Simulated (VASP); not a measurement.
# Mo12N in VASP: single point with PBE

Aim: the single point of Mo12N with PBE.

Program: VASP 6.6.1. These are calculated values, not measurements. Logs are shortened: lines on timing, memory, paths and dates and some standing lists are left out, and cuts for length are marked.

**1. The cell of the first run**

The cell holds a slab with vacuum, 13 atoms: a = 5.474 Å, b = 5.474 Å, c = 19.808 Å, α = 90.00°, β = 90.00°, γ = 109.47°.

**2. Single point, PBE**

Contents of INCAR:

```
PREC = Accurate ; ENCUT = 520
EDIFF = 1E-6 ; ISMEAR = 0
SIGMA = 0.1 ; LREAL = F
LASPH = T ; NELM = 60
ALGO = Normal ; ISIF = 2
LWAVE = F ; LCHARG = T
LDIPOL = T ; IDIPOL = 3
DIPOL = 0.5 0.5 0.326 ; GGA = PE
LELF = T ; LVHAR = T
LVACPOTAV = T ; NBANDS = 98
```

Contents of KPOINTS:

```
regular mesh
0
Gamma
  5 5 1
```

Contents of POSCAR:

```
Mo12N
1.0
    5.4740406976      0.0000000000      0.0000000000
   -1.8246802325      5.1609750637      0.0000000000
    0.0000000000      0.0000000000     19.8082144129
Mo N
12 1
Direct
    0.2500000000      0.2500000000      0.2019364248
    0.2500000000      0.7500000000      0.2019364248
    0.7500000000      0.2500000000      0.2019364248
    0.7500000000      0.7500000000      0.2019364248
    0.0000000000      0.0000000000      0.3106872619
    0.0000000000      0.5000000000      0.3106872619
    0.5000000000      0.0000000000      0.3106872619
    0.5000000000      0.5000000000      0.3106872619
    0.2500000000      0.2500000000      0.4194327787
    0.2500000000      0.7500000000      0.4194327787
    0.7500000000      0.2500000000      0.4194327787
    0.7500000000      0.7500000000      0.4194327787
    0.2500000000      0.3333333333      0.5043676635
```

Potentials or basis: VASP PAW PBE potentials, release 64 (Mo_sv, N).

Launch:

```sh
> cat potpaw_PBE.64/Mo_sv/POTCAR potpaw_PBE.64/N/POTCAR > POTCAR
> mpirun -np 1 vasp_std > vasp.out
```

OUTCAR:

```text
PREC = Accurate
   ENCUT = 520
   EDIFF = 1E-6
   ISMEAR = 0
   LREAL = F
   LASPH = T
   NELM = 60
   ISIF = 2
   GGA = PE

 ion  position               nearest neighbor table
   1  0.250  0.250  0.202-   5 2.67   8 2.67   3 2.74   3 2.74   2 2.74   2 2.74   7 3.10   6 3.10
                             4 3.16   4 3.16
   2  0.250  0.750  0.202-   6 2.67   7 2.67   4 2.74   4 2.74   1 2.74   1 2.74   5 3.10   8 3.10
                             3 3.16   3 3.16
   3  0.750  0.250  0.202-   6 2.67   7 2.67   1 2.74   1 2.74   4 2.74   4 2.74   5 3.10   8 3.10
                             2 3.16   2 3.16
   4  0.750  0.750  0.202-   5 2.67   8 2.67   2 2.74   2 2.74   3 2.74   3 2.74   7 3.10   6 3.10
                             1 3.16   1 3.16
   5  0.000  0.000  0.311-   9 2.67  12 2.67   1 2.67   4 2.67   7 2.74   7 2.74   6 2.74   6 2.74
                            11 3.10  10 3.10   3 3.10   2 3.10   8 3.16   8 3.16
   6  0.000  0.500  0.311-  10 2.67  11 2.67   2 2.67   3 2.67   8 2.74   8 2.74   5 2.74   5 2.74
                             9 3.10  12 3.10   1 3.10   4 3.10   7 3.16   7 3.16
   7  0.500  0.000  0.311-  10 2.67  11 2.67   2 2.67   3 2.67   5 2.74   5 2.74   8 2.74   8 2.74
                             9 3.10  12 3.10   1 3.10   4 3.10   6 3.16   6 3.16
   8  0.500  0.500  0.311-   9 2.67  12 2.67   1 2.67   4 2.67   6 2.74   6 2.74   7 2.74   7 2.74
                            11 3.10  10 3.10   3 3.10   2 3.10   5 3.16   5 3.16
   9  0.250  0.250  0.419-  13 1.74   8 2.67   5 2.67  11 2.74  11 2.74  10 2.74  10 2.74   6 3.10
                             7 3.10  12 3.16  12 3.16
  10  0.250  0.750  0.419-   6 2.67   7 2.67  12 2.74  12 2.74   9 2.74   9 2.74   5 3.10   8 3.10
                            11 3.16  11 3.16
  11  0.750  0.250  0.419-   6 2.67   7 2.67   9 2.74   9 2.74  12 2.74  12 2.74   5 3.10   8 3.10
                            10 3.16  10 3.16
  12  0.750  0.750  0.419-   5 2.67   8 2.67  10 2.74  10 2.74  11 2.74  11 2.74   7 3.10   6 3.10
                             9 3.16   9 3.16
  13  0.250  0.333  0.504-   9 1.74

  LATTYP: Found a base centered orthorhombic cell.
 ALAT       =     6.3208777407
 B/A-ratio  =     1.4142135624
 C/A-ratio  =     3.1337759130

  Lattice vectors:

 A1 = (   5.4740406976,   0.0000000000,   0.0000000000)
 A2 = (  -1.8246802325,   5.1609750637,   0.0000000000)
 A3 = (   0.0000000000,   0.0000000000,  19.8082144129)

Analysis of symmetry for initial positions (statically):
=====================================================================
 Subroutine PRICEL returns:
 Original cell was already a primitive cell.

 Routine SETGRP: Setting up the symmetry group for a
 base centered orthorhombic supercell.

 Subroutine GETGRP returns: Found  1 space group operations
 (whereof  1 operations were pure point group operations)
 out of a pool of  8 trial point group operations.

The static configuration has the point symmetry C_1 .

Analysis of symmetry for dynamics (positions and initial velocities):
=====================================================================
 Subroutine PRICEL returns:
 Original cell was already a primitive cell.

 Routine SETGRP: Setting up the symmetry group for a
 base centered orthorhombic supercell.

 Subroutine GETGRP returns: Found  1 space group operations
 (whereof  1 operations were pure point group operations)
 out of a pool of  8 trial point group operations.

The dynamic configuration has the point symmetry C_1 .

 Subroutine INISYM returns: Found  1 space group operations
 (whereof  1 operations are pure point group operations),
 and found     1 'primitive' translations

----------------------------------------------------------------------------------------

                                     Primitive cell

  volume of cell :     559.6095

  direct lattice vectors                    reciprocal lattice vectors
     5.474040698  0.000000000  0.000000000     0.182680410  0.064587278  0.000000000
    -1.824680232  5.160975064  0.000000000     0.000000000  0.193761835  0.000000000
     0.000000000  0.000000000 19.808214413     0.000000000  0.000000000  0.050484106

  length of vectors
     5.474040698  5.474040698 19.808214413     0.193761835  0.193761835  0.050484106

  position of ions in fractional coordinates (direct lattice)
     0.250000000  0.250000000  0.201936425
     0.250000000  0.750000000  0.201936425
     0.750000000  0.250000000  0.201936425
     0.750000000  0.750000000  0.201936425
     0.000000000  0.000000000  0.310687262
     1.000000000  0.500000000  0.310687262
     0.500000000  0.000000000  0.310687262
     0.500000000  0.500000000  0.310687262
     0.250000000  0.250000000  0.419432779
     0.250000000  0.750000000  0.419432779
     0.750000000  0.250000000  0.419432779
     0.750000000  0.750000000  0.419432779
     0.250000000  0.333333333  0.504367663

  ion indices of the primitive-cell ions
   primitive index   ion index
                 1           1
                 2           2
                 3           3
                 4           4
                 5           5
                 6           6
                 7           7
                 8           8
                 9           9
                10          10
                11          11
                12          12
                13          13

----------------------------------------------------------------------------------------

 KPOINTS: regular mesh

Automatic generation of k-mesh.
 Grid dimensions read from file:
 generate k-points for:    5    5    1

 Generating k-lattice:

  Cartesian coordinates                     Fractional coordinates (reciprocal lattice)
     0.036536082  0.012917456  0.000000000     0.200000000 -0.000000000  0.000000000
     0.000000000  0.038752367  0.000000000     0.000000000  0.200000000  0.000000000
     0.000000000  0.000000000  0.050484106     0.000000000  0.000000000  1.000000000

  Length of vectors
     0.038752367  0.038752367  0.050484106

  Shift w.r.t. Gamma in fractional coordinates (k-lattice)
     0.000000000  0.000000000  0.000000000

 Subroutine IBZKPT returns following result:
 ===========================================

 Found     13 irreducible k-points:

 Following reciprocal coordinates:
            Coordinates               Weight
  0.000000  0.000000  0.000000      1.000000
  0.200000  0.000000  0.000000      2.000000
  0.000000  0.200000  0.000000      2.000000
  0.400000  0.000000  0.000000      2.000000
  0.000000  0.400000  0.000000      2.000000
  0.200000  0.200000  0.000000      2.000000
  0.400000  0.200000  0.000000      2.000000
  0.200000  0.400000  0.000000      2.000000
 -0.400000  0.200000  0.000000      2.000000
  0.200000 -0.400000  0.000000      2.000000
 -0.200000  0.200000  0.000000      2.000000
  0.400000  0.400000  0.000000      2.000000
 -0.400000  0.400000  0.000000      2.000000
   k-points           NKPTS =     13   k-points in BZ     NKDIM =     13   number of bands    NBANDS=     98
   number of dos      NEDOS =    301   number of ions     NIONS =     13
   total plane-waves  NPLWV = 264600
   dimension x,y,z NGX =    42 NGY =   42 NGZ =  150
   dimension x,y,z NGXF=    84 NGYF=   84 NGZF=  300
   ions per type =              12   1
   NGX,Y,Z   is equivalent  to a cutoff of  12.76, 12.76, 12.59 a.u.
   NGXF,Y,Z  is equivalent  to a cutoff of  25.51, 25.51, 25.18 a.u.
 SYSTEM =  unknown system
   PREC   = accura    normal or accurate (medium, high low for compatibility)
   ISTART =      0    job   : 0-new  1-cont  2-samecut
   ICHARG =      2    charge: 1-file 2-atom 10-const
   ISPIN  =      1    spin polarized calculation?
   LNONCOLLINEAR =      F non collinear calculations
   LSORBIT =      F    spin-orbit coupling
   LASPH  =      T    aspherical Exc in radial PAW
   ENCUT  =  520.0 eV  38.22 Ry    6.18 a.u.  10.18 10.18 36.83*2*pi/ulx,y,z
   NELM   =     60;   NELMIN=  2; NELMDL= -5     # of ELM steps
   EDIFF  = 0.1E-05   stopping-criterion for ELM
   LREAL  =      F    real-space projection
   EDIFFG = 0.1E-04   stopping-criterion for IOM
   NSW    =      0    number of steps for IOM
   IBRION =     -1    ionic relax: 0-MD 1-quasi-New 2-CG
   NFREE  =      0    steps in history (QN), initial steepest desc. (CG)
   ISIF   =      2    stress and relaxation
   ISYM   =      2    0-nonsym 1-usesym 2-fastsym
   POTIM  = 0.5000    time-step for ionic-motion
   TEBEG  =    0.0;   TEEND  =   0.0 temperature during run
   PSTRESS=    0.0 pullay stress
   NELECT =     173.0000    total number of electrons
   NUPDOWN=      -1.0000    fix difference up-down
   EMIN   =  10.00;   EMAX   =-10.00  energy-range for DOS
   EFERMI =   0.00;   METHOD = LEGACY
   ISMEAR =     0;   SIGMA  =   0.10  broadening in eV -4-tet -1-fermi 0-gaus
   EFERMI_NEDOS =   21; number of points for ismear=-14 and -15
   IALGO  =     38    algorithm
   IMIX   =      4    mixing-type and parameters
     AMIX     =   0.40;   BMIX     =  1.00
     AMIX_MAG =   1.60;   BMIX_MAG =  1.00
  volume/ion in A,a.u.               =      43.05       290.49
  Fermi-wavevector in a.u.,A,eV,Ry     =   1.106951  2.091835 16.671777  1.225341
  Thomas-Fermi vector in A             =   2.243459
   LORBIT       =      0    0 simple, 1 ext, 2 COOP (PROOUT), +10 PAW based schemes
   GGA     = PE    functional components
   LHFCALC =     F    Hartree Fock is set to
   AEXX    =    0.0000 exact exchange contribution
   IVDW    =     0    specifies the selected vdW correction
   LEPSILON=     F    determine dielectric tensor
   LRPA    =     F    only Hartree local field effects (RPA)
 non-spin polarized calculation
 Gauss-broadening in eV      SIGMA  =   0.10
  energy-cutoff  :      520.00
  volume of cell :      559.61
 maximum number of plane-waves:     15102
 NGX is ok and might be reduce to    42
   NGX = 21   NGY = 21   NGZ = 73

 dipolmoment           0.000000      0.000000     -0.095778 electrons x Angstroem

 number of electron     172.9999987 magnetization

 dipolmoment           0.000000      0.000000      0.156233 electrons x Angstroem

 Free energy of the ion-electron system (eV)
  ---------------------------------------------------
  ext. energy  EPLUGINS =         0.00000000
  ---------------------------------------------------
  free energy    TOTEN  =      -128.86122529 eV

  energy without entropy =     -128.78981204  energy(sigma->0) =     -128.82551866

 E-fermi :   1.0176     XC(G=0):  -5.6441

 val. band max:        1.0101509610   @ k =  -0.2000   0.2000   0.0000
 cond. band min:       1.0230828439   @ k =   0.4000   0.0000   0.0000
 fundamental gap:      0.0129318829
 Fermi energy:         1.0176216518

 k-point     1 :       0.0000    0.0000    0.0000
  band No.  band energies     occupation
      1     -60.2043      2.00000
      2     -60.0370      2.00000
      3     -59.9980      2.00000
      4     -59.9697      2.00000
      5     -59.9584      2.00000
      6     -59.8960      2.00000
[... 90 lines left out ...]
     97       2.7539      0.00000
     98       2.8147      0.00000

 k-point     2 :       0.2000    0.0000    0.0000
  band No.  band energies     occupation
      1     -60.1881      2.00000
      2     -60.0476      2.00000
      3     -60.0024      2.00000
      4     -59.9659      2.00000
      5     -59.9566      2.00000
      6     -59.8882      2.00000
[... 1100 lines left out ...]
     97       2.0368      0.00000
     98       2.1917      0.00000

 k-point    13 :      -0.4000    0.4000    0.0000
  band No.  band energies     occupation
      1     -60.1239      2.00000
      2     -60.0418      2.00000
      3     -60.0378      2.00000
      4     -60.0002      2.00000
      5     -59.9044      2.00000
      6     -59.8636      2.00000
[... 90 lines left out ...]
     97       1.8113      0.00000
     98       1.9168      0.00000

------------------------ aborting loop because EDIFF is reached ----------------------------------------

  FORCE on cell =-STRESS in cart. coord.  units (eV):
  Direction    XX          YY          ZZ          XY          YZ          ZX
  --------------------------------------------------------------------------------------
  -------------------------------------------------------------------------------------
  Total       -7.7593445     -7.2611900      3.4549318      0.2118813      1.4838533     -0.4493699
  in kB      -22.2152144    -20.7889843      9.8915636      0.6066218      4.2483123     -1.2865582
  external PRESSURE =     -11.0375450 kB  Pullay stress =       0.0000000 kB

 VOLUME and BASIS-vectors are now :
 -----------------------------------------------------------------------------
  energy-cutoff  :      520.00
  volume of cell :      559.61
      direct lattice vectors                 reciprocal lattice vectors
     5.474040698  0.000000000  0.000000000     0.182680410  0.064587278  0.000000000
    -1.824680232  5.160975064  0.000000000     0.000000000  0.193761835  0.000000000
     0.000000000  0.000000000 19.808214413     0.000000000  0.000000000  0.050484106

 POSITION                                       TOTAL-FORCE (eV/Angst)
 -----------------------------------------------------------------------------------
      0.91234      1.29024      4.00000         0.047755      0.000245      0.098595
      0.00000      3.87073      4.00000        -0.046274      0.014374     -0.244521
      3.64936      1.29024      4.00000         0.025883     -0.025569     -0.245784
      2.73702      3.87073      4.00000         0.012890      0.126749      0.456025
      0.00000      0.00000      6.15416        -0.362640     -0.544966     -1.006169
     -0.91234      2.58049      6.15416        -0.000208     -0.078018      0.088190
      2.73702      0.00000      6.15416         0.000685     -0.048176      0.175876
      1.82468      2.58049      6.15416         0.332687      0.433493     -0.983594
      0.91234      1.29024      8.30821        -0.055557     -0.435337      1.482251
      0.00000      3.87073      8.30821         0.029386     -0.290757      0.506297
      3.64936      1.29024      8.30821        -0.074274     -0.071620      0.202344
      2.73702      3.87073      8.30821         0.291666      0.044595     -0.593534
      0.76028      1.72033      9.99062        -0.202001      0.874988      0.064024
 -----------------------------------------------------------------------------------
    total drift:                                0.000001      0.000023      0.001529

  FREE ENERGIE OF THE ION-ELECTRON SYSTEM (eV)
  ---------------------------------------------------
  free  energy   TOTEN  =      -128.8612252900 eV

  energy  without entropy=     -128.7898120362  energy(sigma->0) =     -128.82551866

 vacuum level on the upper side and lower side of the slab         6.696         5.695
```

It took 31 min on 1 thread of Intel Xeon Platinum 8488C (Sapphire Rapids), shared host; peak memory 0.83 GiB.

Results:

- Free energy: -128.8612 eV
- Largest force: 1.546 eV/Å
- Band gap on the k mesh: zero (an odd number of electrons rules out a gap without spin polarisation)

Forces on the atoms (eV/Å):
```
Mo   0.048  0.000  0.099
Mo  -0.046  0.014 -0.245
Mo   0.026 -0.026 -0.246
Mo   0.013  0.127  0.456
Mo  -0.363 -0.545 -1.006
Mo   0.000 -0.078  0.088
Mo   0.001 -0.048  0.176
Mo   0.333  0.433 -0.984
Mo  -0.056 -0.435  1.482
Mo   0.029 -0.291  0.506
Mo  -0.074 -0.072  0.202
Mo   0.292  0.045 -0.594
N   -0.202  0.875  0.064
```
